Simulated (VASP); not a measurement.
The system is BN.

```xyz
2
Lattice="0.0000 3.4953 2.1661 1.2516 0.0000 2.1661 1.2516 3.4953 0.0000" Properties=species:S:1:pos:R:3 pbc="T T T"
B     1.2516    3.4953    0.0002
N     1.2516    3.4953    2.8881
```

| Property | Result |
| --- | --- |
| Program | VASP 6.6.1 |
| Task | relaxation of cell and atoms |
| Functional | PBE |
| Dispersion | D3(BJ) |
| Potentials or basis | VASP PAW PBE potentials, release 64 (B, N) |
| Cutoff | 600 eV |
| k mesh | 10 × 10 × 10 |
| Occupations | fermi-dirac, width 0.02 eV |
| Spin | no spin polarisation |

At the start: pressure 0.7 GPa; volume 9.48 Å³/atom.

**Question.** How do energy, volume and symmetry change on relaxing?

**Answer.** Over 21 steps the energy falls by 2.5 meV/atom and the volume is 8.99 Å³/atom (-5.1 %); space group Fmm2 (No. 42, to 0.05 Å).

Step by step:
```
step  energy change (eV)  largest force (eV/Å)  pressure (GPa)  volume (Å³)
   1              0.0000                0.0096            0.71        18.95
   2              0.0004                0.0289           -2.56        19.07
   3             -0.0005                0.0074           -0.71        19.00
   4             -0.0011                0.0127           -0.67        18.93
   5             -0.0025                0.0733           -0.64        18.70
   6             -0.0041                0.1961           -0.47        18.24
   7             -0.0043                0.1628           -0.41        18.22
   8             -0.0048                0.0638           -0.22        18.13
   9             -0.0047                0.1323            0.12        17.95
  10             -0.0049                0.0239           -0.11        18.05
  11             -0.0049                0.0331           -0.07        18.04
  12             -0.0049                0.0307           -0.04        18.03
  13             -0.0050                0.0239            0.06        17.99
  14             -0.0050                0.0216            0.08        17.98
  15             -0.0050                0.0171            0.16        17.96
  16             -0.0050                0.0194            0.13        17.97
  17             -0.0050                0.0204            0.12        17.97
  18             -0.0050                0.0210            0.11        17.98
  19             -0.0050                0.0213            0.11        17.98
  20             -0.0050                0.0054            0.05        17.98
  21             -0.0050                0.0038            0.01        17.98
```

Final structure:
```yaml
crystal:
  lattice:
    - [0.00000, 3.30738, 2.16846]
    - [1.25382, 0.00000, 2.16846]
    - [1.25382, 3.30738, 0.00000]
  atoms:
    - { symbol: B, position: [0.00010, 0.00010, 0.99990] }
    - { symbol: N, position: [0.66660, 0.66660, 0.33340] }
```
